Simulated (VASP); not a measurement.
# Y5N (F-43m) in VASP: single point with PBE

Aim: the single point of Y5N with PBE.

All numbers are computed with VASP 6.6.1; they aren't measurements. Logs are shortened: lines on timing, memory, paths and dates and some standing lists are left out, and cuts for length are marked.

## Step 1: The cell of the first run

The structure is cubic, space group F-43m (No. 216). Conventional cell: a = 9.041 Å, b = 9.041 Å, c = 9.041 Å, α = 90.00°, β = 90.00°, γ = 90.00°. Within 4.2 Å of Y (site symmetry 3m) lie 9 Y at 3.17 to 3.75 Å and 3 N at 3.75 Å. Y (site symmetry -43m) has 12 Y at 3.75 Å and 4 N at 3.91 Å within 4.9 Å. N (site symmetry -43m) has 16 Y at 3.75 to 3.91 Å within 4.9 Å.

## Step 2: Single point, PBE, collinear spin

The input, INCAR:

```
SYSTEM = Y5N
ALGO = Normal
EDIFF = 1E-6
ENCUT = 520
GGA = PE
ISIF = 2
ISMEAR = 0
ISPIN = 2
LASPH = .TRUE.
LCHARG = .FALSE.
LMAXMIX = 4
LORBIT = 11
LREAL = .FALSE.
LWAVE = .FALSE.
MAGMOM = 0 0 0 0 0.39 -0.21
NBANDS = 43
NELM = 150
PREC = Accurate
SIGMA = 0.1
```

The input, KPOINTS:

```
k-points
0
G
  8 8 8
  0 0 0
```

The input, POSCAR:

```
Y5N
1.0
    0.0000000000      4.5206263078      4.5206263078
    4.5206263078      0.0000000000      4.5206263078
    4.5206263078      4.5206263078      0.0000000000
Y N
5 1
Direct
    0.1239444768      0.1239444768      0.6281665697
    0.1239444768      0.6281665697      0.1239444768
    0.1239444768      0.1239444768      0.1239444768
    0.6281665697      0.1239444768      0.1239444768
    0.7500000000      0.7500000000      0.7500000000
    0.5000000000      0.5000000000      0.5000000000
```

Potentials or basis: VASP PAW PBE potentials, release 64 (Y_sv, N).

Launch:

```
$ cat potpaw_PBE.64/Y_sv/POTCAR potpaw_PBE.64/N/POTCAR > POTCAR
$ mpirun -np 1 vasp_std > vasp.out
```

OUTCAR:

```text
SYSTEM = Y5N
   EDIFF = 1E-6
   ENCUT = 520
   GGA = PE
   ISIF = 2
   ISMEAR = 0
   ISPIN = 2
   LASPH = .TRUE.
   LORBIT = 11
   LREAL = .FALSE.
   NELM = 150
   PREC = Accurate

 ion  position               nearest neighbor table
   1  0.124  0.124  0.628-   2 3.17   3 3.17   4 3.17   2 3.22   4 3.22   3 3.22   5 3.75   5 3.75
                             5 3.75
   2  0.124  0.628  0.124-   1 3.17   3 3.17   4 3.17   4 3.22   1 3.22   3 3.22   5 3.75   5 3.75
                             5 3.75
   3  0.124  0.124  0.124-   1 3.17   2 3.17   4 3.17   4 3.22   2 3.22   1 3.22   5 3.75   5 3.75
                             5 3.75
   4  0.628  0.124  0.124-   1 3.17   2 3.17   3 3.17   2 3.22   1 3.22   3 3.22   5 3.75   5 3.75
                             5 3.75
   5  0.750  0.750  0.750-   2 3.75   4 3.75   1 3.75   4 3.75   1 3.75   2 3.75   3 3.75   3 3.75
                             3 3.75   1 3.75   2 3.75   4 3.75
   6  0.500  0.500  0.500-

  LATTYP: Found a face centered cubic cell.
 ALAT       =     9.0412526156

  Lattice vectors:

 A1 = (   0.0000000000,   4.5206263078,   4.5206263078)
 A2 = (   4.5206263078,   0.0000000000,   4.5206263078)
 A3 = (   4.5206263078,   4.5206263078,   0.0000000000)

Analysis of symmetry for initial positions (statically):
=====================================================================
 Subroutine PRICEL returns:
 Original cell was already a primitive cell.

 Routine SETGRP: Setting up the symmetry group for a
 face centered cubic supercell.

 Subroutine GETGRP returns: Found 24 space group operations
 (whereof 24 operations were pure point group operations)
 out of a pool of 48 trial point group operations.

The static configuration has the point symmetry T_d .

Analysis of symmetry for dynamics (positions and initial velocities):
=====================================================================
 Subroutine PRICEL returns:
 Original cell was already a primitive cell.

 Routine SETGRP: Setting up the symmetry group for a
 face centered cubic supercell.

 Subroutine GETGRP returns: Found 24 space group operations
 (whereof 24 operations were pure point group operations)
 out of a pool of 48 trial point group operations.

The dynamic configuration has the point symmetry T_d .

Analysis of structural, dynamic, and magnetic symmetry:
=====================================================================
 Subroutine PRICEL returns:
 Original cell was already a primitive cell.

 Routine SETGRP: Setting up the symmetry group for a
 face centered cubic supercell.

 Subroutine GETGRP returns: Found 24 space group operations
 (whereof 24 operations were pure point group operations)
 out of a pool of 48 trial point group operations.

The overall configuration has the point symmetry T_d .

 Subroutine INISYM returns: Found 24 space group operations
 (whereof 24 operations are pure point group operations),
 and found     1 'primitive' translations

----------------------------------------------------------------------------------------

                                     Primitive cell

  volume of cell :     184.7676

  direct lattice vectors                    reciprocal lattice vectors
     0.000000000  4.520626308  4.520626308    -0.110604143  0.110604143  0.110604143
     4.520626308  0.000000000  4.520626308     0.110604143 -0.110604143  0.110604143
     4.520626308  4.520626308  0.000000000     0.110604143  0.110604143 -0.110604143

  length of vectors
     6.393131035  6.393131035  6.393131035     0.191571996  0.191571996  0.191571996

  position of ions in fractional coordinates (direct lattice)
     0.123944477  0.123944477  0.628166570
     0.123944477  0.628166570  0.123944477
     0.123944477  0.123944477  0.123944477
     0.628166570  0.123944477  0.123944477
     0.750000000  0.750000000  0.750000000
     0.500000000  0.500000000  0.500000000

  ion indices of the primitive-cell ions
   primitive index   ion index
                 1           1
                 2           2
                 3           3
                 4           4
                 5           5
                 6           6

----------------------------------------------------------------------------------------

 KPOINTS: k-points

Automatic generation of k-mesh.
 Grid dimensions read from file:
 generate k-points for:    8    8    8

 Generating k-lattice:

  Cartesian coordinates                     Fractional coordinates (reciprocal lattice)
    -0.013825518  0.013825518  0.013825518     0.125000000  0.000000000  0.000000000
     0.013825518 -0.013825518  0.013825518     0.000000000  0.125000000  0.000000000
     0.013825518  0.013825518 -0.013825518     0.000000000  0.000000000  0.125000000

  Length of vectors
     0.023946499  0.023946499  0.023946499

  Shift w.r.t. Gamma in fractional coordinates (k-lattice)
     0.000000000  0.000000000  0.000000000

 Subroutine IBZKPT returns following result:
 ===========================================

 Found     29 irreducible k-points:

 Following reciprocal coordinates:
            Coordinates               Weight
  0.000000  0.000000  0.000000      1.000000
  0.125000  0.000000  0.000000      8.000000
  0.250000  0.000000  0.000000      8.000000
  0.375000  0.000000  0.000000      8.000000
  0.500000  0.000000  0.000000      4.000000
  0.125000  0.125000  0.000000      6.000000
[... 16 lines left out ...]
  0.500000  0.250000  0.125000     48.000000
 -0.375000  0.250000  0.125000     24.000000
 [... further k-points ...]
   k-points           NKPTS =     29   k-points in BZ     NKDIM =     29   number of bands    NBANDS=     43
   number of dos      NEDOS =    301   number of ions     NIONS =      6
   total plane-waves  NPLWV = 110592
   dimension x,y,z NGX =    48 NGY =   48 NGZ =   48
   dimension x,y,z NGXF=    96 NGYF=   96 NGZF=   96
   ions per type =               5   1
   NGX,Y,Z   is equivalent  to a cutoff of  12.48, 12.48, 12.48 a.u.
   NGXF,Y,Z  is equivalent  to a cutoff of  24.96, 24.96, 24.96 a.u.
 SYSTEM =  Y5N
   PREC   = accura    normal or accurate (medium, high low for compatibility)
   ISTART =      0    job   : 0-new  1-cont  2-samecut
   ICHARG =      2    charge: 1-file 2-atom 10-const
   ISPIN  =      2    spin polarized calculation?
   LNONCOLLINEAR =      F non collinear calculations
   LSORBIT =      F    spin-orbit coupling
   LASPH  =      T    aspherical Exc in radial PAW
   ENCUT  =  520.0 eV  38.22 Ry    6.18 a.u.  11.89 11.89 11.89*2*pi/ulx,y,z
   NELM   =    150;   NELMIN=  2; NELMDL= -5     # of ELM steps
   EDIFF  = 0.1E-05   stopping-criterion for ELM
   LREAL  =      F    real-space projection
   EDIFFG = 0.1E-04   stopping-criterion for IOM
   NSW    =      0    number of steps for IOM
   IBRION =     -1    ionic relax: 0-MD 1-quasi-New 2-CG
   NFREE  =      0    steps in history (QN), initial steepest desc. (CG)
   ISIF   =      2    stress and relaxation
   ISYM   =      2    0-nonsym 1-usesym 2-fastsym
   POTIM  = 0.5000    time-step for ionic-motion
   TEBEG  =    0.0;   TEEND  =   0.0 temperature during run
   PSTRESS=    0.0 pullay stress
   NELECT =      60.0000    total number of electrons
   NUPDOWN=      -1.0000    fix difference up-down
   EMIN   =  10.00;   EMAX   =-10.00  energy-range for DOS
   EFERMI =   0.00;   METHOD = LEGACY
   ISMEAR =     0;   SIGMA  =   0.10  broadening in eV -4-tet -1-fermi 0-gaus
   EFERMI_NEDOS =   21; number of points for ismear=-14 and -15
   IALGO  =     38    algorithm
   IMIX   =      4    mixing-type and parameters
     AMIX     =   0.40;   BMIX     =  1.00
     AMIX_MAG =   1.60;   BMIX_MAG =  1.00
  volume/ion in A,a.u.               =      30.79       207.81
  Fermi-wavevector in a.u.,A,eV,Ry     =   1.125252  2.126419 17.227603  1.266193
  Thomas-Fermi vector in A             =   2.261929
   LORBIT       =     11    0 simple, 1 ext, 2 COOP (PROOUT), +10 PAW based schemes
   GGA     = PE    functional components
   LHFCALC =     F    Hartree Fock is set to
   AEXX    =    0.0000 exact exchange contribution
   IVDW    =     0    specifies the selected vdW correction
   LEPSILON=     F    determine dielectric tensor
   LRPA    =     F    only Hartree local field effects (RPA)
 spin polarized calculation
 Gauss-broadening in eV      SIGMA  =   0.10
  energy-cutoff  :      520.00
  volume of cell :      184.77
 maximum number of plane-waves:      4992
   NGX = 23   NGY = 23   NGZ = 23

 number of electron      60.0000001 magnetization       0.0022142

 Free energy of the ion-electron system (eV)
  ---------------------------------------------------
  ext. energy  EPLUGINS =         0.00000000
  ---------------------------------------------------
  free energy    TOTEN  =       -33.52178313 eV

  energy without entropy =      -33.46580273  energy(sigma->0) =      -33.49379293

 E-fermi :   2.4808     XC(G=0):  -9.1589

 val. band max:        2.4753195988   @ k =  -0.3750   0.1250   0.0000
 cond. band min:       2.4825105174   @ k =   0.3750   0.0000   0.0000
 fundamental gap:      0.0071909186
 Fermi energy:         2.4808433082

 spin component 1

 k-point     1 :       0.0000    0.0000    0.0000
  band No.  band energies     occupation
      1     -40.7920      1.00000
      2     -40.3471      1.00000
      3     -40.1789      1.00000
      4     -40.1789      1.00000
      5     -40.1789      1.00000
      6     -21.1320      1.00000
[... 34 lines left out ...]
     41       6.1920      0.00000
     42       6.1920      0.00000

 k-point     2 :       0.1250    0.0000    0.0000
  band No.  band energies     occupation
      1     -40.7919      1.00000
      2     -40.3426      1.00000
      3     -40.1838      1.00000
      4     -40.1790      1.00000
      5     -40.1790      1.00000
      6     -21.1029      1.00000
[... 979 lines left out ...]
     41       5.0803      0.00000
     42       5.1382      0.00000

 k-point    24 :      -0.3750    0.2500    0.1250
  band No.  band energies     occupation
      1     -40.7914      1.00000
      2     -40.2947      1.00000
      3     -40.2336      1.00000
      4     -40.1791      1.00000
      5     -40.1790      1.00000
      6     -20.8434      1.00000
[... 34 lines left out ...]
     41       4.9152      0.00000
     42       5.0355      0.00000

 [... further k-points ...]

 spin component 2

 k-point     1 :       0.0000    0.0000    0.0000
  band No.  band energies     occupation
      1     -40.7918      1.00000
      2     -40.3469      1.00000
      3     -40.1788      1.00000
      4     -40.1788      1.00000
      5     -40.1788      1.00000
      6     -21.1319      1.00000
[... 34 lines left out ...]
     41       6.1924      0.00000
     42       6.1924      0.00000

 k-point     2 :       0.1250    0.0000    0.0000
  band No.  band energies     occupation
      1     -40.7918      1.00000
      2     -40.3424      1.00000
      3     -40.1836      1.00000
      4     -40.1788      1.00000
      5     -40.1788      1.00000
      6     -21.1027      1.00000
[... 979 lines left out ...]
     41       5.0807      0.00000
     42       5.1385      0.00000

 k-point    24 :      -0.3750    0.2500    0.1250
  band No.  band energies     occupation
      1     -40.7913      1.00000
      2     -40.2945      1.00000
      3     -40.2334      1.00000
      4     -40.1789      1.00000
      5     -40.1789      1.00000
      6     -20.8432      1.00000
[... 34 lines left out ...]
     41       4.9156      0.00000
     42       5.0359      0.00000

 [... further k-points ...]

 [bands above 42 left out]

------------------------ aborting loop because EDIFF is reached ----------------------------------------

  FORCE on cell =-STRESS in cart. coord.  units (eV):
  Direction    XX          YY          ZZ          XY          YZ          ZX
  --------------------------------------------------------------------------------------
  -------------------------------------------------------------------------------------
  Total       -0.0891716     -0.0891716     -0.0891716      0.0000000     -0.0000000      0.0000000
  in kB       -0.7732350     -0.7732350     -0.7732350      0.0000000     -0.0000000      0.0000000
  external PRESSURE =      -0.7732350 kB  Pullay stress =       0.0000000 kB

 VOLUME and BASIS-vectors are now :
 -----------------------------------------------------------------------------
  energy-cutoff  :      520.00
  volume of cell :      184.77
      direct lattice vectors                 reciprocal lattice vectors
     0.000000000  4.520626308  4.520626308    -0.110604143  0.110604143  0.110604143
     4.520626308  0.000000000  4.520626308     0.110604143 -0.110604143  0.110604143
     4.520626308  4.520626308  0.000000000     0.110604143  0.110604143 -0.110604143

 POSITION                                       TOTAL-FORCE (eV/Angst)
 -----------------------------------------------------------------------------------
      3.40001      3.40001      1.12061         0.004544      0.004544     -0.004544
      3.40001      1.12061      3.40001         0.004544     -0.004544      0.004544
      1.12061      1.12061      1.12061        -0.004544     -0.004544     -0.004544
      1.12061      3.40001      3.40001        -0.004544      0.004544      0.004544
      6.78094      6.78094      6.78094        -0.000000     -0.000000     -0.000000
      4.52063      4.52063      4.52063        -0.000000     -0.000000     -0.000000
 -----------------------------------------------------------------------------------
    total drift:                               -0.000001     -0.000001     -0.000001

  FREE ENERGIE OF THE ION-ELECTRON SYSTEM (eV)
  ---------------------------------------------------
  free  energy   TOTEN  =       -33.5217831324 eV

  energy  without entropy=      -33.4658027302  energy(sigma->0) =      -33.49379293

 total charge

# of ion       s       p       d       f       tot
--------------------------------------------------
    1        2.322   6.179   1.075   0.012   9.588
    2        2.322   6.179   1.075   0.012   9.588
    3        2.322   6.179   1.075   0.012   9.588
    4        2.322   6.179   1.075   0.012   9.588
    5        2.270   6.201   0.756   0.006   9.233
    6        1.361   1.914   0.000   0.000   3.275
--------------------------------------------------
tot         12.919  32.832   5.055   0.055  50.861

 magnetization (x)

# of ion       s       p       d       f       tot
--------------------------------------------------
    1        0.000   0.000   0.000   0.000   0.000
    2        0.000   0.000   0.000   0.000   0.000
    3        0.000   0.000   0.000   0.000   0.000
    4        0.000   0.000   0.000   0.000   0.000
    5        0.000   0.000   0.000   0.000   0.000
    6       -0.000  -0.000   0.000   0.000  -0.000
--------------------------------------------------
tot          0.000  -0.000   0.001   0.000   0.001
```

It took 13 min on 1 thread of Intel Xeon Platinum 8488C (Sapphire Rapids), shared host; peak memory 0.62 GiB.

Results:

```
Free energy                                           : -33.5218 eV
Pressure                                              : -0.1 GPa
Largest force                                         : 0.008 eV/Å
Band gap on the k mesh                                : zero (filled and empty bands overlap)
Net moment                                            : 0.00 μB per cell
Valence electrons inside the program's atomic spheres : Y 9.59, 9.23; N 3.27
```

Forces on the atoms (eV/Å):
```
Y    0.005  0.005 -0.005
Y    0.005 -0.005  0.005
Y   -0.005 -0.005 -0.005
Y   -0.005  0.005  0.005
Y    0.000  0.000  0.000
N    0.000  0.000  0.000
```

Levels at points of the mesh, in eV from the Fermi level:
Spin up:
| k point | band 26 | band 27 | band 28 | band 29 | band 30 | band 31 | band 32 | band 33 | band 34 | band 35 |
| --- | --- | --- | --- | --- | --- | --- | --- | --- | --- | --- |
| (0.00, 0.00, 0.00) | -1.61 | -1.28 | -1.28 | -1.28 | 0.14 | 0.14 | 0.30 | 0.30 | 0.30 | 1.23 |
| (0.50, 0.00, 0.00) | -1.13 | -0.73 | -0.73 | -0.65 | -0.01 | -0.01 | 0.26 | 0.64 | 0.64 | 0.64 |
| (0.50, 0.50, 0.00) | -1.28 | -0.67 | -0.44 | -0.44 | 0.04 | 0.17 | 0.31 | 0.42 | 0.78 | 1.01 |
Spin down:
| k point | band 26 | band 27 | band 28 | band 29 | band 30 | band 31 | band 32 | band 33 | band 34 | band 35 |
| --- | --- | --- | --- | --- | --- | --- | --- | --- | --- | --- |
| (0.00, 0.00, 0.00) | -1.61 | -1.28 | -1.28 | -1.28 | 0.14 | 0.14 | 0.30 | 0.30 | 0.30 | 1.23 |
| (0.50, 0.00, 0.00) | -1.13 | -0.73 | -0.73 | -0.65 | -0.01 | -0.01 | 0.26 | 0.64 | 0.64 | 0.65 |
| (0.50, 0.50, 0.00) | -1.28 | -0.67 | -0.44 | -0.44 | 0.04 | 0.17 | 0.31 | 0.42 | 0.78 | 1.01 |
